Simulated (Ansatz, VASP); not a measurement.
One calculation of AgCl, two programs

The input INCAR:

```
SYSTEM = AgCl
ALGO = Normal ; EDIFF = 1E-7
ENCUT = 520 ; GGA = PS
ISIF = 2 ; ISMEAR = -1
LASPH = .TRUE. ; LCHARG = .FALSE.
LREAL = .FALSE. ; LWAVE = .FALSE.
NBANDS = 16 ; NELM = 100
PREC = Accurate ; SIGMA = 0.01
```

Contents of KPOINTS:

```
k-points
0
G
  9 9 9
  0 0 0
```

Contents of POSCAR:

```
AgCl
1.0
    3.4339730000      0.0000000000      0.0000000000
    0.0000000000      3.4339730000      0.0000000000
    0.0000000000      0.0000000000      3.3996332700
Ag Cl
1 1
Direct
    0.0000000000      0.0000000000      0.0000000000
    0.5000000000      0.5000000000      0.5000000000
```

Input for Ansatz:

```yaml
crystal:
  lattice:
    - [3.433973, 0.0, 0.0]
    - [0.0, 3.433973, 0.0]
    - [0.0, 0.0, 3.39963327]
  atoms:
    - { symbol: Ag, position: [0.0, 0.0, 0.0] }
    - { symbol: Cl, position: [0.5, 0.5, 0.5] }
kpoints:
  mp_grid: { grid: [9, 9, 9] }
  band_path:
    path:
      - [0.0, 0.0, 0.0]
      - [0.0, 0.5, 0.0]
      - [0.5, 0.5, 0.0]
      - [0.0, 0.0, 0.0]
      - [0.0, 0.0, 0.5]
      - [0.0, 0.5, 0.5]
      - [0.5, 0.5, 0.5]
      - [0.0, 0.0, 0.5]
      - [0.0, 0.5, 0.0]
    npoints: 5
scf:
  occupations: { method: fermi_dirac, width: 0.01 }
hamiltonian:
  xc: pbesol
  pseudopotentials: { kind: all_electron, lapw: { basis_error: 0.001 } }
output:
  forces: true
  stress: true
  eigenvalues: true
```

Change from the starting cell: zz strain of -1 %.

Alike in both runs: task single point; functional PBEsol; k mesh 9 × 9 × 9; occupations fermi-dirac, width 0.01 eV; no spin polarisation.

```csv
,VASP,Ansatz
version,VASP 6.6.1,Ansatz 0.2.0
potentials or method,"VASP PAW PBE potentials, release 64 (Ag, Cl), cutoff 520 eV","all-electron LAPW, scalar-relativistic"
```

```tsv
	VASP	Ansatz	Ansatz less VASP
gap on the k mesh at the Fermi level (eV)	0.43	0.43	+0.001
pressure (GPa)	-4.3	-4.2	+0.10
traceless stress, the component that is largest in VASP (GPa)	0.32	0.32	-0.001
```

VASP's potentials were made for PBE, not for PBEsol. Ansatz ran all-electron here, and VASP with PAW potentials.
